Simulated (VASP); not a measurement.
# Ta (Fm-3m) in VASP: a series of runs

Runs on Ta. Level: PBE. Tasks: single point, relaxation of cell and atoms.

All numbers are computed with VASP 6.6.1; they aren't measurements. Logs are shortened: lines on timing, memory, paths and dates and some standing lists are left out, and cuts for length are marked.

## (1) The cell of the first run

The structure is cubic, space group Fm-3m (No. 225). Conventional cell: a = 4.223 Å, b = 4.223 Å, c = 4.223 Å, α = 90.00°, β = 90.00°, γ = 90.00°. Ta (site symmetry m-3m) has 12 Ta at 2.99 Å within 3.9 Å.

## (2) Single point, PBE

The input, INCAR:

```
PREC     = Accurate       # precision mode
ENCUT    = 520            # plane-wave cutoff, eV
EDIFF    = 1E-6           # SCF threshold, eV
ISMEAR   = -1             # smearing method
SIGMA    = 0.05           # smearing width, eV
LREAL    = F              # projectors in reciprocal space
LASPH    = T              # aspherical terms in the spheres
NELM     = 100            # most SCF steps
ALGO     = Normal         # electronic algorithm
ISIF     = 2              # what is computed and relaxed
LWAVE    = F              # write WAVECAR
LCHARG   = F              # write CHGCAR
GGA      = PE             # functional
NBANDS   = 12             # bands
```

The input, KPOINTS:

```
regular mesh
0
Gamma
  17 17 17
```

The input, POSCAR:

```
Ta
1.0
    0.0000000000      2.1113404738      2.1113404738
    2.1113404738      0.0000000000      2.1113404738
    2.1113404738      2.1113404738      0.0000000000
Ta
1
Direct
    0.0000000000      0.0000000000      0.0000000000
```

Potentials or basis: VASP PAW PBE potentials, release 64 (Ta_pv).

Run with:

```console
$ cat potpaw_PBE.64/Ta_pv/POTCAR > POTCAR
$ mpirun -np 1 vasp_std > vasp.out
```

OUTCAR:

```text
PREC = Accurate
   ENCUT = 520
   EDIFF = 1E-6
   ISMEAR = -1
   LREAL = F
   LASPH = T
   NELM = 100
   ISIF = 2
   GGA = PE

 ion  position               nearest neighbor table
   1  0.000  0.000  0.000-

  LATTYP: Found a face centered cubic cell.
 ALAT       =     4.2226809476

  Lattice vectors:

 A1 = (   0.0000000000,   2.1113404738,   2.1113404738)
 A2 = (   2.1113404738,   0.0000000000,   2.1113404738)
 A3 = (   2.1113404738,   2.1113404738,   0.0000000000)

Analysis of symmetry for initial positions (statically):
=====================================================================
 Subroutine PRICEL returns:
 Original cell was already a primitive cell.

 Routine SETGRP: Setting up the symmetry group for a
 face centered cubic supercell.

 Subroutine GETGRP returns: Found 48 space group operations
 (whereof 48 operations were pure point group operations)
 out of a pool of 48 trial point group operations.

The static configuration has the point symmetry O_h .

Analysis of symmetry for dynamics (positions and initial velocities):
=====================================================================
 Subroutine PRICEL returns:
 Original cell was already a primitive cell.

 Routine SETGRP: Setting up the symmetry group for a
 face centered cubic supercell.

 Subroutine GETGRP returns: Found 48 space group operations
 (whereof 48 operations were pure point group operations)
 out of a pool of 48 trial point group operations.

The dynamic configuration has the point symmetry O_h .

 Subroutine INISYM returns: Found 48 space group operations
 (whereof 48 operations are pure point group operations),
 and found     1 'primitive' translations

----------------------------------------------------------------------------------------

                                     Primitive cell

  volume of cell :      18.8237

  direct lattice vectors                    reciprocal lattice vectors
     0.000000000  2.111340474  2.111340474    -0.236816376  0.236816376  0.236816376
     2.111340474  0.000000000  2.111340474     0.236816376 -0.236816376  0.236816376
     2.111340474  2.111340474  0.000000000     0.236816376  0.236816376 -0.236816376

  length of vectors
     2.985886333  2.985886333  2.985886333     0.410177996  0.410177996  0.410177996

  position of ions in fractional coordinates (direct lattice)
     0.000000000  0.000000000  0.000000000

  ion indices of the primitive-cell ions
   primitive index   ion index
                 1           1

----------------------------------------------------------------------------------------

 KPOINTS: regular mesh

Automatic generation of k-mesh.
 Grid dimensions read from file:
 generate k-points for:   17   17   17

 Generating k-lattice:

  Cartesian coordinates                     Fractional coordinates (reciprocal lattice)
    -0.013930375  0.013930375  0.013930375     0.058823529  0.000000000  0.000000000
     0.013930375 -0.013930375  0.013930375     0.000000000  0.058823529  0.000000000
     0.013930375  0.013930375 -0.013930375     0.000000000  0.000000000  0.058823529

  Length of vectors
     0.024128117  0.024128117  0.024128117

  Shift w.r.t. Gamma in fractional coordinates (k-lattice)
     0.000000000  0.000000000  0.000000000

 Subroutine IBZKPT returns following result:
 ===========================================

 Found    165 irreducible k-points:

 Following reciprocal coordinates:
            Coordinates               Weight
  0.000000  0.000000  0.000000      1.000000
  0.058824  0.000000  0.000000      8.000000
  0.117647  0.000000  0.000000      8.000000
  0.176471  0.000000  0.000000      8.000000
  0.235294  0.000000  0.000000      8.000000
  0.294118  0.000000  0.000000      8.000000
[... 16 lines left out ...]
 -0.176471  0.058824  0.000000     24.000000
 -0.117647  0.058824  0.000000     24.000000
 [... further k-points ...]
   k-points           NKPTS =    165   k-points in BZ     NKDIM =    165   number of bands    NBANDS=     12
   number of dos      NEDOS =    301   number of ions     NIONS =      1
   total plane-waves  NPLWV =  13824
   dimension x,y,z NGX =    24 NGY =   24 NGZ =   24
   dimension x,y,z NGXF=    48 NGYF=   48 NGZF=   48
   ions per type =               1
   NGX,Y,Z   is equivalent  to a cutoff of  13.36, 13.36, 13.36 a.u.
   NGXF,Y,Z  is equivalent  to a cutoff of  26.73, 26.73, 26.73 a.u.
 SYSTEM =  unknown system
   PREC   = accura    normal or accurate (medium, high low for compatibility)
   ISTART =      0    job   : 0-new  1-cont  2-samecut
   ICHARG =      2    charge: 1-file 2-atom 10-const
   ISPIN  =      1    spin polarized calculation?
   LNONCOLLINEAR =      F non collinear calculations
   LSORBIT =      F    spin-orbit coupling
   LASPH  =      T    aspherical Exc in radial PAW
   ENCUT  =  520.0 eV  38.22 Ry    6.18 a.u.   5.55  5.55  5.55*2*pi/ulx,y,z
   NELM   =    100;   NELMIN=  2; NELMDL= -5     # of ELM steps
   EDIFF  = 0.1E-05   stopping-criterion for ELM
   LREAL  =      F    real-space projection
   EDIFFG = 0.1E-04   stopping-criterion for IOM
   NSW    =      0    number of steps for IOM
   IBRION =     -1    ionic relax: 0-MD 1-quasi-New 2-CG
   NFREE  =      0    steps in history (QN), initial steepest desc. (CG)
   ISIF   =      2    stress and relaxation
   ISYM   =      2    0-nonsym 1-usesym 2-fastsym
   POTIM  = 0.5000    time-step for ionic-motion
   TEBEG  =    0.0;   TEEND  =   0.0 temperature during run
   PSTRESS=    0.0 pullay stress
   NELECT =      11.0000    total number of electrons
   NUPDOWN=      -1.0000    fix difference up-down
   EMIN   =  10.00;   EMAX   =-10.00  energy-range for DOS
   EFERMI =   0.00;   METHOD = LEGACY
   ISMEAR =    -1;   SIGMA  =   0.05  broadening in eV -4-tet -1-fermi 0-gaus
   EFERMI_NEDOS =   21; number of points for ismear=-14 and -15
   IALGO  =     38    algorithm
   IMIX   =      4    mixing-type and parameters
     AMIX     =   0.40;   BMIX     =  1.00
     AMIX_MAG =   1.60;   BMIX_MAG =  1.00
  volume/ion in A,a.u.               =      18.82       127.03
  Fermi-wavevector in a.u.,A,eV,Ry     =   1.368687  2.586443 25.487847  1.873304
  Thomas-Fermi vector in A             =   2.494629
   LORBIT       =      0    0 simple, 1 ext, 2 COOP (PROOUT), +10 PAW based schemes
   GGA     = PE    functional components
   LHFCALC =     F    Hartree Fock is set to
   AEXX    =    0.0000 exact exchange contribution
   IVDW    =     0    specifies the selected vdW correction
   LEPSILON=     F    determine dielectric tensor
   LRPA    =     F    only Hartree local field effects (RPA)
 non-spin polarized calculation
  energy-cutoff  :      520.00
  volume of cell :       18.82
 maximum number of plane-waves:       531
   NGX = 11   NGY = 11   NGZ = 11

 number of electron      11.0000001 magnetization

 Free energy of the ion-electron system (eV)
  ---------------------------------------------------
  ext. energy  EPLUGINS =         0.00000000
  ---------------------------------------------------
  free energy    TOTEN  =       -11.57978775 eV

  energy without entropy =      -11.57015952  energy(sigma->0) =      -11.57497363

 E-fermi :   5.5109     XC(G=0): -12.3975

 val. band max:        5.5083070510   @ k =   0.3529   0.1765   0.0000
 cond. band min:       5.5192040761   @ k =   0.1176   0.0000   0.0000
 fundamental gap:      0.0108970250
 Fermi energy:         5.5109370679

 k-point     1 :       0.0000    0.0000    0.0000
  band No.  band energies     occupation
      1     -28.1339      2.00000
      2     -28.1339      2.00000
      3     -28.1339      2.00000
      4      -2.6138      2.00000
      5       5.9514      0.00030
      6       5.9514      0.00030
      7       5.9514      0.00030
      8       8.9385      0.00000
      9       8.9385      0.00000
     10      17.9583      0.00000
     11      19.6279      0.00000
     12      22.8041      0.00000

 k-point     2 :       0.0588    0.0000    0.0000
  band No.  band energies     occupation
      1     -28.1703      2.00000
      2     -28.1385      2.00000
      3     -28.1385      2.00000
      4      -2.4750      2.00000
      5       5.8300      0.00338
      6       6.0178      0.00008
      7       6.0178      0.00008
      8       8.8729      0.00000
      9       8.8729      0.00000
     10      18.2510      0.00000
     11      19.6277      0.00000
     12      22.0777      0.00000

 k-point     3 :       0.1176    0.0000    0.0000
  band No.  band energies     occupation
      1     -28.2737      2.00000
      2     -28.1517      2.00000
      3     -28.1517      2.00000
      4      -2.0737      2.00000
      5       5.5192      0.91752
      6       6.1874      0.00000
      7       6.1874      0.00000
      8       8.7300      0.00000
      9       8.7300      0.00000
     10      19.0130      0.00000
     11      19.6267      0.00000
     12      20.8677      0.00000
[... 286 lines left out ...]
 k-point    23 :      -0.1765    0.0588    0.0000
  band No.  band energies     occupation
      1     -28.4944      2.00000
      2     -28.2132      2.00000
      3     -28.1692      2.00000
      4      -1.1069      2.00000
      5       4.9407      1.99998
      6       6.3712      0.00000
      7       6.4959      0.00000
      8       8.2362      0.00000
      9       9.1379      0.00000
     10      19.1170      0.00000
     11      19.6320      0.00000
     12      21.0474      0.00000

 k-point    24 :      -0.1176    0.0588    0.0000
  band No.  band energies     occupation
      1     -28.3357      2.00000
      2     -28.1854      2.00000
      3     -28.1507      2.00000
      4      -1.7728      2.00000
      5       5.2909      1.97574
      6       6.3066      0.00000
      7       6.3192      0.00000
      8       8.3459      0.00000
      9       8.9625      0.00000
     10      19.5338      0.00000
     11      19.6273      0.00000
     12      20.5393      0.00000

 [... further k-points ...]
[... 5 lines left out ...]
  --------------------------------------------------------------------------------------
  -------------------------------------------------------------------------------------
  Total        0.0016437      0.0016437      0.0016437      0.0000000      0.0000000      0.0000000
  in kB        0.1399029      0.1399029      0.1399029      0.0000000      0.0000000      0.0000000
  external PRESSURE =       0.1399029 kB  Pullay stress =       0.0000000 kB

 VOLUME and BASIS-vectors are now :
 -----------------------------------------------------------------------------
  energy-cutoff  :      520.00
  volume of cell :       18.82
      direct lattice vectors                 reciprocal lattice vectors
     0.000000000  2.111340474  2.111340474    -0.236816376  0.236816376  0.236816376
     2.111340474  0.000000000  2.111340474     0.236816376 -0.236816376  0.236816376
     2.111340474  2.111340474  0.000000000     0.236816376  0.236816376 -0.236816376

 POSITION                                       TOTAL-FORCE (eV/Angst)
 -----------------------------------------------------------------------------------
      0.00000      0.00000      0.00000        -0.000000     -0.000000      0.000000
 -----------------------------------------------------------------------------------
    total drift:                               -0.000000     -0.000000     -0.000000

  FREE ENERGIE OF THE ION-ELECTRON SYSTEM (eV)
  ---------------------------------------------------
  free  energy   TOTEN  =       -11.5797877474 eV

  energy  without entropy=      -11.5701595179  energy(sigma->0) =      -11.57497363
```

It took 12 s on 1 thread of AMD EPYC 9R45 (Zen 5), shared host; peak memory 0.13 GiB.

Results:

```yaml
Free_energy: -11.5798 eV
Pressure: 0.0 GPa
```

Caveat: spin-orbit coupling is left out, which moves the levels of the heavy elements.

## (3) Single point, PBE

This run uses another cell than the first one, of 19.71 Å³/atom, 1.047 times its volume.

Edit INCAR of step 2 so:

```diff
@@ -7,3 +7,3 @@
 LASPH    = T              # aspherical terms in the spheres
-NELM     = 100            # most SCF steps
+NELM     = 60             # most SCF steps
 ALGO     = Normal         # electronic algorithm
```

KPOINTS is that of step 2.

The input, POSCAR:

```
Ta
1.0
    0.0000000000      2.1439471080      2.1439471080
    2.1439471080      0.0000000000      2.1439471080
    2.1439471080      2.1439471080      0.0000000000
Ta
1
Direct
    0.0000000000      0.0000000000      0.0000000000
```

Potentials or basis: VASP PAW PBE potentials, release 64 (Ta_pv).

Run with:

```console
$ cat potpaw_PBE.64/Ta_pv/POTCAR > POTCAR
$ mpirun -np 1 vasp_std > vasp.out
```

Wall time 15 s (1 thread of AMD EPYC 9R45 (Zen 5), shared host); peak memory 0.14 GiB.

Results (log left out):

```
Free energy : -11.5568 eV
Pressure    : -8.1 GPa
```

Levels at points of the mesh, in eV from the Fermi level:
```tsv
k point	band 2	band 3	band 4	band 5	band 6	band 7	band 8	band 9
(0.00, 0.00, 0.00)	-33.81	-33.81	-7.92	0.45	0.45	0.45	3.26	3.26
```

Caveat: spin-orbit coupling is left out, which moves the levels of the heavy elements.

[end of part 1 of 2]
